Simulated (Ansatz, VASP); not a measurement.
One calculation of BAs, two programs

```
B As
1.0
     0.00000    2.39187    2.36795
     2.39187    0.00000    2.36795
     2.39187    2.39187    0.00000
B As
1 1
Direct
  0.00000 0.00000 0.00000
  0.25000 0.25000 0.25000
```

Change from the starting cell: uniaxial_z strain -1.0%.

Alike in both runs: task single point; functional r2SCAN; k mesh 10 × 10 × 10; no spin polarisation.

```csv
,VASP,Ansatz
version,VASP 6.6.1,Ansatz 0.2.0
potentials or method,"VASP PAW PBE potentials, release 64 (B, As)","plane waves, PAW"
plane-wave cutoff (eV),520,500
occupations,"gaussian, width 0.01 eV",fixed
valence electrons in the cell,8,18
```

```tsv
	VASP	Ansatz	Ansatz less VASP
gap on the k mesh at the Fermi level (eV)	1.20	1.20	0.000
pressure (GPa)	1.7	1.5	-0.27
traceless stress, the component that is largest in VASP (GPa)	1.48	1.49	+0.003
```

VASP's potentials were made for PBE, not for r2SCAN. VASP's potentials hold 8 valence electrons a cell and Ansatz's 18, so a difference there can come from the potentials and not from the codes.
